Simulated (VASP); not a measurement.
HoSb, 2 atoms in the cell. The structure is cubic, space group Fm-3m (No. 225). The conventional cell has a = 6.026 Å, b = 6.026 Å, c = 6.026 Å, α = 90.00°, β = 90.00°, γ = 90.00°. Within 4.0 Å of Ho (site symmetry m-3m) lie 6 Sb at 3.01 Å. Sb (site symmetry m-3m) has 6 Ho at 3.01 Å within 4.0 Å. 

- Program: VASP 6.6.1
- Task: single point
- Functional: PBEsol
- Potentials or basis: VASP PAW PBE potentials, release 64 (Ho, Sb)
- Cutoff: 520 eV
- k mesh: 10 × 10 × 10
- Occupations: fermi-dirac, width 0.1 eV
- Spin: collinear spin, ferromagnetic start
- Starting moments: [4.0, 0.0] μB
- Dipole correction: no
- Further INCAR settings: ALGO = Normal; EDIFF = 1e-06; NBANDS = 24

Potentials or basis: VASP PAW PBE potentials, release 64 (Ho, Sb).

The run is started by

```console
$ cat potpaw_PBE.64/Ho/POTCAR potpaw_PBE.64/Sb/POTCAR > POTCAR
$ mpirun -np 1 vasp_std > vasp.out
```

Hardware: 1 thread of Oxide Virtual Turin-like Processor (shared host).

Q: How long does it take, and how much memory?

A: Run time: 4.8 min on 1 thread of Oxide Virtual Turin-like Processor (shared host), peak memory 0.25 GiB. Counts: scf iterations 28, k points 47.
